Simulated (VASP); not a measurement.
Set up this calculation in VASP 6.6.1, as the native input.

* Task: relaxation of shape and atoms at fixed volume
* Functional: PBEsol
* Potentials or basis: VASP PAW PBE potentials, release 64 (Si, Ni)
* Cutoff: 600 eV
* k mesh: 12 × 12 × 8
* Occupations: gaussian, width 0.1 eV
* Spin: no spin polarisation
* Dipole correction: no
* Further INCAR settings: ALGO = Fast; EDIFF = 1e-06; IBRION = 2; EDIFFG = -0.01; NSW = 50; ISIF = 4

The structure of SiNi2 lies in POSCAR:

```
SiNi2
1.0
    3.7193783001      0.0000000000      0.0000000000
   -1.8596891500      3.2210760942      0.0000000000
    0.0000000000      0.0000000000      4.6807764314
Si Ni
2 4
Direct
    0.3333333333      0.6666666667      0.7500000000
    0.6666666667      0.3333333333      0.2500000000
    0.0000000000      0.0000000000      0.0000000000
    0.0000000000      0.0000000000      0.5000000000
    0.3333333333      0.6666666667      0.2500000000
    0.6666666667      0.3333333333      0.7500000000
```

This cell differs from its parent crystal: volume scaled by 0.88.

These files were run (other wordings do the same):

INCAR

```
SYSTEM = SiNi2
  PREC = Accurate
  ENCUT = 600
  EDIFF = 1E-6
  ISMEAR = 0
  SIGMA = 0.1
  LREAL = .False.
  LASPH = .True.
  NELM = 100
  ALGO = Fast
  ISIF = 4
  LWAVE = .False.
  LCHARG = .False.
  GGA = PS
  IBRION = 2
  NSW = 50
  EDIFFG = -0.01
```

KPOINTS

```
Automatic mesh
0
Gamma
  12 12 8
  0 0 0
```

Potentials or basis: VASP PAW PBE potentials, release 64 (Si, Ni).

Launch:

```console
$ cat potpaw_PBE.64/Si/POTCAR potpaw_PBE.64/Ni/POTCAR > POTCAR
$ mpirun -np 1 vasp_std > vasp.out
```

Results of the run:

| Item | Value |
| --- | --- |
| Energy gained by relaxing | 0.1 meV/atom |
| Ionic steps | 3 |
| Pressure after relaxing | 38.9 GPa |
| Band gap on the k mesh | zero (band 24 reaches 16.77 eV, above the bottom of band 25 at 12.85 eV) |

Caveat: the PAW data sets were made with another functional, which shifts forces and pressure a little.

Wall time 10 min on 1 thread of AMD EPYC 7R13, on a shared host, peak memory 0.27 GiB.
